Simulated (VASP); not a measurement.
# In2Te2O (P-3m1) in VASP: a series of runs, part 3 of 3

VASP 6.6.1.

### Step 7. Relaxation of cell and atoms, PBE

Contents of INCAR:

```
  PREC = Accurate
  ENCUT = 600
  EDIFF = 1E-6
  ISMEAR = 0
  SIGMA = 0.1
  LREAL = False
  LASPH = True
  NELM = 100
  ALGO = Normal
  ISIF = 3
  LWAVE = False
  LCHARG = False
  GGA = PE
  IBRION = 2
  NSW = 90
  EDIFFG = -0.04
```

Contents of KPOINTS:

```
regular mesh
0
Gamma
  6 6 4
```

Contents of POSCAR:

```
In2Te2O
1.0
    4.5082124980      0.0000000000      0.0000000000
   -2.2541062490      3.9042265489      0.0000000000
    0.0000000000      0.0000000000      7.2478034020
In Te O
2 2 1
Direct
    0.6666666667      0.3333333333      0.3543478114
    0.3333333333      0.6666666667      0.6456521886
    0.6666666667      0.3333333333      0.8193316734
    0.3333333333      0.6666666667      0.1806683266
    0.0000000000      0.0000000000      0.0000000000
```

Potentials or basis: VASP PAW PBE potentials, release 64 (In_d, Te, O).

Command:

```console
$ cat potpaw_PBE.64/In_d/POTCAR potpaw_PBE.64/Te/POTCAR potpaw_PBE.64/O/POTCAR > POTCAR
$ mpirun -np 1 vasp_std > vasp.out
```

OUTCAR:

```text
PREC = Accurate
   ENCUT = 600
   EDIFF = 1E-6
   ISMEAR = 0
   LREAL = False
   LASPH = True
   NELM = 100
   ISIF = 3
   GGA = PE
   IBRION = 2
   NSW = 90
   EDIFFG = -0.04

 ion  position               nearest neighbor table
   1  0.667  0.333  0.354-   4 2.89   4 2.89   4 2.89   2 3.35   2 3.35   2 3.35   3 3.37
   2  0.333  0.667  0.646-   3 2.89   3 2.89   3 2.89   1 3.35   1 3.35   1 3.35   4 3.37
   3  0.667  0.333  0.819-   2 2.89   2 2.89   2 2.89   1 3.37
   4  0.333  0.667  0.181-   1 2.89   1 2.89   1 2.89   2 3.37
   5  0.000  0.000  0.000-

  LATTYP: Found a hexagonal cell.
 ALAT       =     4.5082124980
 C/A-ratio  =     1.6076889466

  Lattice vectors:

 A1 = (   4.5082124980,   0.0000000000,   0.0000000000)
 A2 = (  -2.2541062490,   3.9042265489,   0.0000000000)
 A3 = (   0.0000000000,   0.0000000000,   7.2478034020)

Analysis of symmetry for initial positions (statically):
=====================================================================
 Subroutine PRICEL returns:
 Original cell was already a primitive cell.

[... 227 lines left out ...]
 cond. band min:       6.3123698983   @ k =   0.5000   0.0000   0.5000
 fundamental gap:      0.1196370349
 Fermi energy:         6.2492079964

 k-point     1 :       0.0000    0.0000    0.0000
  band No.  band energies     occupation
      1      -9.6586      2.00000
      2      -8.5518      2.00000
      3      -8.5206      2.00000
      4      -8.5206      2.00000
      5      -8.5012      2.00000
      6      -8.5012      2.00000
[... 685 lines left out ...]
     25       9.0752      0.00000
     26      10.3507      0.00000

------------------------ aborting loop because EDIFF is reached ----------------------------------------

  FORCE on cell =-STRESS in cart. coord.  units (eV):
  Direction    XX          YY          ZZ          XY          YZ          ZX
  --------------------------------------------------------------------------------------
  -------------------------------------------------------------------------------------
  Total        0.0190580      0.0190580      0.1056786     -0.0000000      0.0000000      0.0000000
  in kB        0.2405128      0.2405128      1.3336691     -0.0000000      0.0000000      0.0000000
  external PRESSURE =       0.6048982 kB  Pullay stress =       0.0000000 kB

 VOLUME and BASIS-vectors are now :
 -----------------------------------------------------------------------------
  energy-cutoff  :      600.00
  volume of cell :      126.95
      direct lattice vectors                 reciprocal lattice vectors
     4.498595687  0.000000000 -0.000000000     0.222291593  0.128340111  0.000000000
    -2.249297843  3.895898146  0.000000000     0.000000000  0.256680222  0.000000000
     0.000000000  0.000000000  7.243776762     0.000000000  0.000000000  0.138049533

 POSITION                                       TOTAL-FORCE (eV/Angst)
 -----------------------------------------------------------------------------------
      2.24930      1.29863      2.56517        -0.000000      0.000000     -0.005816
     -0.00000      2.59727      4.67861         0.000000      0.000000      0.005816
      2.24930      1.29863      5.93317         0.000000     -0.000000     -0.009701
     -0.00000      2.59727      1.31060        -0.000000      0.000000      0.009701
      0.00000      0.00000      0.00000        -0.000000      0.000000      0.000000
 -----------------------------------------------------------------------------------
    total drift:                               -0.000000      0.000000      0.000000

  FREE ENERGIE OF THE ION-ELECTRON SYSTEM (eV)
  ---------------------------------------------------
  free  energy   TOTEN  =       -15.9255697041 eV

  energy  without entropy=      -15.9201330205  energy(sigma->0) =      -15.92285136

 reached required accuracy - stopping structural energy minimisation
```

OSZICAR:

```text
N       E                     dE             d eps       ncg     rms          rms(c)
DAV:   1     0.403215849281E+03    0.40322E+03   -0.21649E+04  1248   0.205E+03
[... 22 lines left out ...]
DAV:   3    -0.159270928680E+02    0.35696E-02   -0.61647E-02  1874   0.101E+00    0.332E-01
DAV:   4    -0.159255852037E+02    0.15077E-02   -0.82454E-03  1412   0.597E-01    0.758E-02
DAV:   5    -0.159255716526E+02    0.13551E-04   -0.86531E-04  1446   0.202E-01    0.514E-02
DAV:   6    -0.159255672560E+02    0.43966E-05   -0.94996E-05  1714   0.550E-02    0.419E-02
DAV:   7    -0.159255719216E+02   -0.46656E-05   -0.13563E-05  1480   0.387E-02    0.152E-02
DAV:   8    -0.159255701576E+02    0.17640E-05   -0.65114E-06  1132   0.181E-02    0.780E-03
DAV:   9    -0.159255697041E+02    0.45353E-06   -0.17945E-06   860   0.102E-02
   2 F= -.15925570E+02 E0= -.15922851E+02  d E =-.571713E-03
```

CONTCAR:

```text
In2Te2O
   1.00000000000000
     4.4985956867701864    0.0000000000000000   -0.0000000000000000
    -2.2492978433850932    3.8958981460717519    0.0000000000000000
     0.0000000000000000    0.0000000000000000    7.2437767621001390
  In              Te              O
     2     2     1
Direct
     0.6666666667000030    0.3333333332999970    0.3541206755885498
     0.3333333332999970    0.6666666667000030    0.6458793244114502
     0.6666666667000030    0.3333333332999970    0.8190717436053313
     0.3333333332999970    0.6666666667000030    0.1809282563946687
     0.0000000000000000    0.0000000000000000    0.0000000000000000

  0.00000000E+00  0.00000000E+00  0.00000000E+00
  0.00000000E+00  0.00000000E+00  0.00000000E+00
  0.00000000E+00  0.00000000E+00  0.00000000E+00
  0.00000000E+00  0.00000000E+00  0.00000000E+00
  0.00000000E+00  0.00000000E+00  0.00000000E+00
```

Run time: 3.7 min. Hardware: 1 thread of Oxide Virtual Turin-like, shared host; peak memory 0.3 GiB.

What came out:

- Free energy: -15.9256 eV
- Relaxed volume: 25.39 Å³/atom
- Relaxed cell: a = 4.499 Å, b = 4.499 Å, c = 7.244 Å, α = 90.00°, β = 90.00°, γ = 120.00°
- Space group after relaxing (to 0.05 Å): P-3m1 (No. 164)
- Energy gained by relaxing: 0.1 meV/atom
- Ionic steps: 2
- Pressure after relaxing: 0.1 GPa
- Largest force after relaxing: 0.010 eV/Å
- Band gap on the k mesh: zero (band 22 reaches 6.37 eV, above the bottom of band 23 at 5.57 eV)

Forces on the atoms (eV/Å):
```
In   0.000  0.000 -0.006
In   0.000  0.000  0.006
Te   0.000  0.000 -0.010
Te   0.000  0.000  0.010
O    0.000  0.000  0.000
```

Step by step:
| step | energy change (eV) | largest force (eV/Å) | pressure (GPa) | volume (Å³) |
| --- | --- | --- | --- | --- |
| 1 | 0.0000 | 0.0391 | -0.21 | 127.57 |
| 2 | -0.0006 | 0.0097 | 0.06 | 126.95 |

Final structure:
```
CELL_PARAMETERS angstrom
4.49860 0.00000 0.00000
-2.24930 3.89590 0.00000
0.00000 0.00000 7.24378
ATOMIC_POSITIONS crystal
In 0.66667 0.33333 0.35412
In 0.33333 0.66667 0.64588
Te 0.66667 0.33333 0.81907
Te 0.33333 0.66667 0.18093
O 0.00000 0.00000 0.00000
```

Caveat: spin-orbit coupling is left out, which moves the levels of the heavy elements.

### Step 8. The runs side by side

| task | cell | k mesh | cutoff (eV) | gap on the mesh (eV) | pressure (GPa) | relaxed volume (Å³/atom) | largest force (eV/Å) |
| --- | --- | --- | --- | --- | --- | --- | --- |
| single point | a = 4.508, b = 4.508, c = 7.248 Å, angles 90.0, 90.0, 120.0°, 5 atoms | 6 × 6 × 2 | 520 | none | -0.2 | - | 0.01 |
| single point | a = 4.705, b = 4.705, c = 8.020 Å, angles 90.0, 90.0, 120.0°, 5 atoms | 6 × 6 × 2 | 520 | none | 0.6 | - | 1.40 |
| single point | a = 4.503, b = 4.503, c = 7.256 Å, angles 90.0, 90.0, 120.0°, 5 atoms | 6 × 6 × 4 | 520 | none | -0.1 | - | 0.02 |
| relaxation of cell and atoms | relaxed from a = 4.705, b = 4.705, c = 8.020 Å, angles 90.0, 90.0, 120.0°, 5 atoms | 6 × 6 × 2 | 600 | none | 0.0 | 25.94 | 0.04 |
| single point | a = 4.485, b = 4.485, c = 7.299 Å, angles 90.0, 90.0, 120.0°, 5 atoms | 12 × 12 × 6 | 520 | none | -0.1 | - | 0.01 |
| relaxation of cell and atoms | relaxed from a = 4.508, b = 4.508, c = 7.248 Å, angles 90.0, 90.0, 120.0°, 5 atoms | 6 × 6 × 4 | 600 | none | 0.1 | 25.39 | 0.01 |

Alike in all rows: level PBE; potentials or basis VASP PAW PBE potentials, release 64 (In_d, Te, O); no spin polarisation; smearing gaussian 0.1 eV.

Caveats: some runs use coarse meshes; spin-orbit coupling is left out, which moves the levels of the heavy elements; forces of over 1 eV/Å act on the atoms, so gaps and moduli don't describe the material at rest (some runs); the volume moved by over 15 % at a fixed basis, so the end points are rough (some runs).

Total energies depend on the potentials used, so only differences within one code and one set of settings carry meaning.
